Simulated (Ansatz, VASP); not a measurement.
# KNbMo3 in VASP and in Ansatz

```
CELL_PARAMETERS angstrom
4.34580 0.00000 0.00000
0.00000 4.34580 0.00000
0.00000 0.00000 4.40026
ATOMIC_POSITIONS crystal
K 0.00000 0.00000 0.00000
Nb 0.50000 0.50000 0.51500
Mo 0.50000 0.50000 0.97500
Mo 0.00000 0.50000 0.48500
Mo 0.50000 0.00000 0.48500
```

Alike in both runs: task single point; functional PBE; k mesh 4 × 4 × 4; occupations gaussian, width 0.1 eV; no spin polarisation.

```csv
,VASP,Ansatz
version,VASP 6.6.1,Ansatz 0.2.0
potentials or method,"VASP PAW PBE potentials, release 64 (K_sv, Nb_sv, Mo_sv), cutoff 520 eV","scalar-relativistic, plane waves, PAW"
valence electrons in the cell,64,64
```

```csv
,VASP,Ansatz,Ansatz less VASP
gap on the k mesh at the Fermi level (eV),none,none,-
rms of the force components (eV/Å),2.568,2.479,-0.0888
```

Atom by atom the forces differ by 0.089 eV/Å (rms over components). A gap of «none» marks a metal or a gap that the smearing closes.

The k mesh is coarse, so the values compare programs but aren't converged.
